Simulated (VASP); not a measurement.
# Si7Ni8 (P1) in VASP: single point with PBE

Aim: the single point of Si7Ni8 with PBE.

All numbers are computed with VASP 6.6.1; they aren't measurements. Logs are shortened: lines on timing, memory, paths and dates and some standing lists are left out, and cuts for length are marked.

### 1 The cell of the first run

The typed cell holds 15 atoms: a = 6.105 Å, b = 6.447 Å, c = 6.493 Å, α = 56.72°, β = 61.47°, γ = 61.79°.

### 2 Single point, PBE (atoms taken out)

INCAR reads:

```
SYSTEM = Si7Ni8
PREC = Accurate
ENCUT = 520
EDIFF = 1E-6
ISMEAR = 0
SIGMA = 0.1
LREAL = Auto
LASPH = .True.
NELM = 60
ALGO = Fast
ISIF = 2
LWAVE = .False.
LCHARG = .False.
GGA = PE
NBANDS = 67
```

KPOINTS reads:

```
regular mesh
0
Gamma
  7 7 7
  0 0 0
```

POSCAR reads:

```
Si7Ni8
1.0
   -6.1049310000     -0.0257160000     -0.0140700000
   -3.0495970000      3.0497720000     -4.7918490000
   -3.0770220000     -3.0964100000     -4.8063250000
Si Ni
7 8
Direct
    0.6434242370      0.3569434480      0.7974811485
    0.1994464380      0.3202422333      0.8328513308
    0.6802871103      0.8020747695      0.3519289920
    0.1587855824      0.8412325760      0.3130328017
    0.0982907687      0.4066381678      0.4308554201
    0.0680285285      0.9321895398      0.9091233048
    0.5939895592      0.9020848176      0.9351680518
    0.4122785174      0.5879341744      0.0684193886
    0.9279663727      0.5596287104      0.1021281505
    0.4409179614      0.0721785551      0.5889917490
    0.8941193029      0.1059963216      0.5616233781
    0.8507707613      0.6545803057      0.6868520848
    0.2982948686      0.7017216986      0.6572190592
    0.8170010376      0.1842386626      0.1395868269
    0.3456304496      0.1497623822      0.1914513836
```

Potentials or basis: VASP PAW PBE potentials, release 64 (Si, Ni).

Command:

```
cat potpaw_PBE.64/Si/POTCAR potpaw_PBE.64/Ni/POTCAR > POTCAR
mpirun -np 1 vasp_std > vasp.out
```

OUTCAR:

```text
SYSTEM = Si7Ni8
   PREC = Accurate
   ENCUT = 520
   EDIFF = 1E-6
   ISMEAR = 0
   LREAL = Auto
   LASPH = .True.
   NELM = 60
   ISIF = 2
   GGA = PE

 ion  position               nearest neighbor table
   1  0.643  0.357  0.797-  13 2.32  11 2.33  14 2.39  12 2.39  15 2.40   8 2.41   5 2.68   7 2.68
                             2 2.72   3 2.74   6 2.77
   2  0.199  0.320  0.833-  13 2.32  12 2.33  10 2.36  15 2.38  14 2.40   9 2.44   7 2.63   5 2.67
                             6 2.70   1 2.72   4 2.96
   3  0.680  0.802  0.352-  13 2.32  15 2.33   9 2.36  12 2.38  14 2.41  10 2.43   5 2.63   7 2.67
                             6 2.70   1 2.74   4 2.93
   4  0.159  0.841  0.313-  13 2.33  15 2.33  12 2.33  14 2.38   8 2.39  11 2.46   6 2.63   5 2.63
                             7 2.63   3 2.93   2 2.96
   5  0.098  0.407  0.431-   8 2.32  10 2.33   9 2.33  11 2.34  15 2.38  12 2.42   4 2.63   3 2.63
                             2 2.67   1 2.68   6 2.93
   6  0.068  0.932  0.909-  14 2.31  13 2.31   8 2.36  10 2.38   9 2.38  11 2.42   4 2.63   3 2.70
                             2 2.70   1 2.77   7 2.91   5 2.93
   7  0.594  0.902  0.935-   8 2.32   9 2.33  10 2.34  11 2.35  12 2.38  15 2.42   2 2.63   4 2.63
                             3 2.67   1 2.68   6 2.91
   8  0.412  0.588  0.068-   7 2.32   5 2.32   6 2.36   4 2.39   1 2.41  14 2.60  12 2.66  15 2.66
                            13 2.70   9 2.94  10 2.97
   9  0.928  0.560  0.102-   7 2.33   5 2.33   3 2.36   6 2.38   2 2.44  12 2.65  13 2.67  14 2.67
                            15 2.68  11 2.81   8 2.94
  10  0.441  0.072  0.589-   5 2.33   7 2.34   2 2.36   6 2.38   3 2.43  15 2.64  13 2.66  14 2.68
                            12 2.68  11 2.79   8 2.97
  11  0.894  0.106  0.562-   1 2.33   5 2.34   7 2.35   6 2.42   4 2.46  13 2.62  15 2.67  12 2.67
                            14 2.73  10 2.79   9 2.81
  12  0.851  0.655  0.687-   2 2.33   4 2.33   7 2.38   3 2.38   1 2.39   5 2.42   9 2.65   8 2.66
                            11 2.67  10 2.68  13 2.80  14 2.85
  13  0.298  0.702  0.657-   6 2.31   2 2.32   3 2.32   1 2.32   4 2.33  11 2.62  10 2.66   9 2.67
                             8 2.70  12 2.80  15 2.82
  14  0.817  0.184  0.140-   6 2.31   4 2.38   1 2.39   2 2.40   3 2.41   8 2.60   9 2.67  10 2.68
                            11 2.73  15 2.84  12 2.85
  15  0.346  0.150  0.191-   3 2.33   4 2.33   5 2.38   2 2.38   1 2.40   7 2.42  10 2.64   8 2.66
                            11 2.67   9 2.68  13 2.82  14 2.84

  LATTYP: Found a triclinic cell.
 ALAT       =    13.7969418325
 B/A-ratio  =     0.6251618891
 C/A-ratio  =     0.4705977522
 COS(alpha) =     0.0045141464
 COS(beta)  =     0.2620772818
 COS(gamma) =     0.9377433992

  Lattice vectors:

 A1 = (   9.1054150000,  -9.1911600000,  -4.7926610000)
 A2 = (   6.0775060000,  -6.1204660000,  -0.0004060000)
 A3 = (  -3.0770220000,  -3.0964100000,  -4.8063250000)

Analysis of symmetry for initial positions (statically):
=====================================================================
 Subroutine PRICEL returns:
 Original cell was already a primitive cell.

 Routine SETGRP: Setting up the symmetry group for a
 triclinic supercell.

 Subroutine GETGRP returns: Found  1 space group operations
 (whereof  1 operations were pure point group operations)
 out of a pool of  2 trial point group operations.

The static configuration has the point symmetry C_1 .

Analysis of symmetry for dynamics (positions and initial velocities):
=====================================================================
 Subroutine PRICEL returns:
 Original cell was already a primitive cell.

 Routine SETGRP: Setting up the symmetry group for a
 triclinic supercell.

 Subroutine GETGRP returns: Found  1 space group operations
 (whereof  1 operations were pure point group operations)
 out of a pool of  2 trial point group operations.

The dynamic configuration has the point symmetry C_1 .

 Subroutine INISYM returns: Found  1 space group operations
 (whereof  1 operations are pure point group operations),
 and found     1 'primitive' translations

[... 62 lines left out ...]
     0.000132000 -0.023208834 -0.014855268     0.000000000  0.000000000  0.142857143

  Length of vectors
     0.027802225  0.027669389  0.027556240

  Shift w.r.t. Gamma in fractional coordinates (k-lattice)
     0.000000000  0.000000000  0.000000000

 Subroutine IBZKPT returns following result:
 ===========================================

 Found    172 irreducible k-points:

 Following reciprocal coordinates:
            Coordinates               Weight
  0.000000  0.000000  0.000000      1.000000
  0.142857  0.000000 -0.000000      2.000000
  0.285714  0.000000  0.000000      2.000000
  0.428571  0.000000 -0.000000      2.000000
  0.000000  0.142857 -0.000000      2.000000
  0.142857  0.142857 -0.000000      2.000000
[... 16 lines left out ...]
 -0.428571  0.428571  0.000000      2.000000
 -0.285714  0.428571  0.000000      2.000000
 [... further k-points ...]
   k-points           NKPTS =    172   k-points in BZ     NKDIM =    172   number of bands    NBANDS=     67
   number of dos      NEDOS =    301   number of ions     NIONS =     15
   total plane-waves  NPLWV = 110592
   dimension x,y,z NGX =    48 NGY =   48 NGZ =   48
   dimension x,y,z NGXF=    96 NGYF=   96 NGZF=   96
   ions per type =               7   8
   NGX,Y,Z   is equivalent  to a cutoff of  13.07, 12.38, 12.29 a.u.
   NGXF,Y,Z  is equivalent  to a cutoff of  26.14, 24.76, 24.58 a.u.
 SYSTEM =  Si7Ni8
   PREC   = accura    normal or accurate (medium, high low for compatibility)
   ISTART =      0    job   : 0-new  1-cont  2-samecut
   ICHARG =      2    charge: 1-file 2-atom 10-const
   ISPIN  =      1    spin polarized calculation?
   LNONCOLLINEAR =      F non collinear calculations
   LSORBIT =      F    spin-orbit coupling
   LASPH  =      T    aspherical Exc in radial PAW
   ENCUT  =  520.0 eV  38.22 Ry    6.18 a.u.  11.35 11.99 12.07*2*pi/ulx,y,z
   NELM   =     60;   NELMIN=  2; NELMDL= -5     # of ELM steps
   EDIFF  = 0.1E-05   stopping-criterion for ELM
   LREAL  =      T    real-space projection
   EDIFFG = 0.1E-04   stopping-criterion for IOM
   NSW    =      0    number of steps for IOM
   IBRION =     -1    ionic relax: 0-MD 1-quasi-New 2-CG
   NFREE  =      0    steps in history (QN), initial steepest desc. (CG)
   ISIF   =      2    stress and relaxation
   ISYM   =      2    0-nonsym 1-usesym 2-fastsym
   POTIM  = 0.5000    time-step for ionic-motion
   TEBEG  =    0.0;   TEEND  =   0.0 temperature during run
   PSTRESS=    0.0 pullay stress
   NELECT =     108.0000    total number of electrons
   NUPDOWN=      -1.0000    fix difference up-down
   EMIN   =  10.00;   EMAX   =-10.00  energy-range for DOS
   EFERMI =   0.00;   METHOD = LEGACY
   ISMEAR =     0;   SIGMA  =   0.10  broadening in eV -4-tet -1-fermi 0-gaus
   EFERMI_NEDOS =   21; number of points for ismear=-14 and -15
   IALGO  =     68    algorithm
   IMIX   =      4    mixing-type and parameters
     AMIX     =   0.40;   BMIX     =  1.00
     AMIX_MAG =   1.60;   BMIX_MAG =  1.00
  volume/ion in A,a.u.               =      11.99        80.89
  Fermi-wavevector in a.u.,A,eV,Ry     =   1.381289  2.610257 25.959344  1.907958
  Thomas-Fermi vector in A             =   2.506087
   LORBIT       =      0    0 simple, 1 ext, 2 COOP (PROOUT), +10 PAW based schemes
   GGA     = PE    functional components
   LHFCALC =     F    Hartree Fock is set to
   AEXX    =    0.0000 exact exchange contribution
   IVDW    =     0    specifies the selected vdW correction
   LEPSILON=     F    determine dielectric tensor
   LRPA    =     F    only Hartree local field effects (RPA)
 non-spin polarized calculation
 RMM-DIIS sequential band-by-band and
 Gauss-broadening in eV      SIGMA  =   0.10
  energy-cutoff  :      520.00
  volume of cell :      179.80
 maximum number of plane-waves:      4877
 NGX is ok and might be reduce to    48
   NGX = 23   NGY = 23   NGZ = 25

 number of electron     107.9999991 magnetization

 Free energy of the ion-electron system (eV)
  ---------------------------------------------------
  ext. energy  EPLUGINS =         0.00000000
  ---------------------------------------------------
  free energy    TOTEN  =       -87.62677943 eV

  energy without entropy =      -87.60443097  energy(sigma->0) =      -87.61560520

 E-fermi :  10.2211     XC(G=0): -12.2751

 val. band max:       10.2170157832   @ k =   0.0000   0.2857   0.0000
 cond. band min:      10.2266850393   @ k =   0.4286   0.4286   0.1429
 fundamental gap:      0.0096692561
 Fermi energy:        10.2210907786

 k-point     1 :       0.0000    0.0000    0.0000
  band No.  band energies     occupation
      1      -2.9573      2.00000
      2       0.7923      2.00000
      3       1.1001      2.00000
      4       1.2239      2.00000
      5       1.7718      2.00000
      6       2.4645      2.00000
[... 1645 lines left out ...]
     65      14.0583      0.00000
     66      14.4061      0.00000

 [... further k-points ...]

 [bands above 66 left out]

------------------------ aborting loop because EDIFF is reached ----------------------------------------

  FORCE on cell =-STRESS in cart. coord.  units (eV):
  Direction    XX          YY          ZZ          XY          YZ          ZX
  --------------------------------------------------------------------------------------
  -------------------------------------------------------------------------------------
  Total        0.1253487     -0.2448620      0.0819718      0.0983911     -0.0054902      0.0395265
  in kB        1.1169546     -2.1819103      0.7304324      0.8767413     -0.0489217      0.3522114
  external PRESSURE =      -0.1115078 kB  Pullay stress =       0.0000000 kB

 VOLUME and BASIS-vectors are now :
 -----------------------------------------------------------------------------
  energy-cutoff  :      520.00
  volume of cell :      179.80
      direct lattice vectors                 reciprocal lattice vectors
    -6.104931000 -0.025716000 -0.014070000    -0.164045383  0.000485369  0.104709596
    -3.049597000  3.049772000 -4.791849000    -0.000445117  0.162951204 -0.104694149
    -3.077022000 -3.096410000 -4.806325000     0.000924001 -0.162461838 -0.103986874

 POSITION                                       TOTAL-FORCE (eV/Angst)
 -----------------------------------------------------------------------------------
     -7.47046     -1.39728     -5.55243        -0.043410     -0.044558      0.060346
     -4.75692     -1.60731     -5.54031         0.061332     -0.050609      0.027963
     -7.68200      1.33893     -5.54448        -0.034581      0.062605      0.042642
     -4.49800      1.59221     -5.53783         0.041114      0.053138      0.004561
     -3.16589     -0.09648     -4.02076        -0.013242     -0.001420     -0.036413
     -6.05550      0.02620     -8.83741         0.024475      0.029210     -0.060003
     -9.25479     -0.15979     -8.82573         0.003010     -0.014599     -0.050541
     -4.52042      1.57061     -3.15194        -0.001205      0.005150      0.029249
     -7.68606      1.36665     -3.18557        -0.000690      0.007784      0.041711
     -4.72423     -1.61497     -3.18296         0.013250     -0.010139      0.034785
     -7.50991     -1.43874     -3.21984        -0.002814      0.009481      0.037036
     -9.30356     -0.15233     -6.44985        -0.014319      0.032834     -0.035168
     -5.98332      0.09740     -6.52555        -0.029668     -0.014857     -0.023317
     -5.97910      0.10866     -1.56524        -0.042354     -0.048162     -0.024501
     -3.15587     -0.14496     -1.64268         0.039104     -0.015861     -0.048350
 -----------------------------------------------------------------------------------
    total drift:                                0.002141      0.000894     -0.001778

  FREE ENERGIE OF THE ION-ELECTRON SYSTEM (eV)
  ---------------------------------------------------
  free  energy   TOTEN  =       -87.6267794327 eV

  energy  without entropy=      -87.6044309664  energy(sigma->0) =      -87.61560520
```

Wall time 1.6 h (1 thread of Oxide Virtual Turin-like, shared host); peak memory 1.2 GiB.

Results:

| Item | Value |
| --- | --- |
| Free energy | -87.6268 eV |
| Pressure | 0.0 GPa |
| Largest force | 0.087 eV/Å |
| Band gap on the k mesh | zero (bands 54 and 55 overlap by 0.78 eV) |

Forces in eV/Å, atoms in the order of the input:
```
Si  -0.043 -0.045  0.060
Si   0.061 -0.051  0.028
Si  -0.035  0.063  0.043
Si   0.041  0.053  0.005
Si  -0.013 -0.001 -0.036
Si   0.024  0.029 -0.060
Si   0.003 -0.015 -0.051
Ni  -0.001  0.005  0.029
Ni  -0.001  0.008  0.042
Ni   0.013 -0.010  0.035
Ni  -0.003  0.009  0.037
Ni  -0.014  0.033 -0.035
Ni  -0.030 -0.015 -0.023
Ni  -0.042 -0.048 -0.025
Ni   0.039 -0.016 -0.048
```

Stress tensor (GPa, compression positive):
```
 0.11  0.09  0.04
 0.09 -0.22  0.00
 0.04  0.00  0.07
```

Caveat: the cell differs from its parent crystal (atoms taken out). Spin polarisation is off, so any magnetic state and its effect on volume and gap are missing.
